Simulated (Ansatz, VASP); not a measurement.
# One calculation of K, two programs

Contents of INCAR:

```
SYSTEM = K
  ALGO = Normal
  EDIFF = 1E-6
  ENCUT = 520
  GGA = PS
  ISIF = 2
  ISMEAR = -1
  LASPH = .TRUE.
  LCHARG = .FALSE.
  LREAL = .FALSE.
  LWAVE = .FALSE.
  NBANDS = 10
  NELM = 80
  PREC = Accurate
  SIGMA = 0.05
```

Contents of KPOINTS:

```
k-points
0
G
  10 10 10
  0 0 0
```

File POSCAR:

```
K
1.0
   -2.6975585167      2.6975585167      2.6975585167
    2.6975585167     -2.6975585167      2.6975585167
    2.6975585167      2.6975585167     -2.6975585167
K
1
Direct
    0.0000000000      0.0000000000      0.0000000000
```

Input for Ansatz:

```yaml
crystal:
  lattice:
    - [-2.6975585167, 2.6975585167, 2.6975585167]
    - [2.6975585167, -2.6975585167, 2.6975585167]
    - [2.6975585167, 2.6975585167, -2.6975585167]
  atoms:
    - { symbol: K, position: [0.0, 0.0, 0.0] }
kpoints:
  mp_grid: { grid: [10, 10, 10] }
  band_path:
    path:
      - [0.0, 0.0, 0.0]
      - [0.5, -0.5, 0.5]
      - [0.0, 0.0, 0.5]
      - [0.0, 0.0, 0.0]
      - [0.25, 0.25, 0.25]
      - [0.5, -0.5, 0.5]
      - [0.25, 0.25, 0.25]
      - [0.0, 0.0, 0.5]
    npoints: 5
scf:
  occupations: { method: fermi_dirac, width: 0.05 }
hamiltonian:
  xc: pbesol
  pseudopotentials:
    kind: all_electron
    lapw: { basis_error: 0.0005 }
    relativity: none
output:
  forces: true
  stress: true
  eigenvalues: true
```

Alike in both runs: task single point; functional PBEsol; k mesh 10 × 10 × 10; occupations fermi-dirac, width 0.05 eV; no spin polarisation.

```csv
,VASP,Ansatz
version,VASP 6.6.1,Ansatz 0.2.0
potentials or method,"VASP PAW PBE potentials, release 64 (K_sv), cutoff 520 eV","all-electron LAPW, non-relativistic"
```

|  | VASP | Ansatz | Ansatz less VASP |
| --- | --- | --- | --- |
| pressure (GPa) | -0.3 | -0.3 | +0.03 |

VASP's potentials were made for PBE, not for PBEsol. Ansatz ran all-electron here, and VASP with PAW potentials.
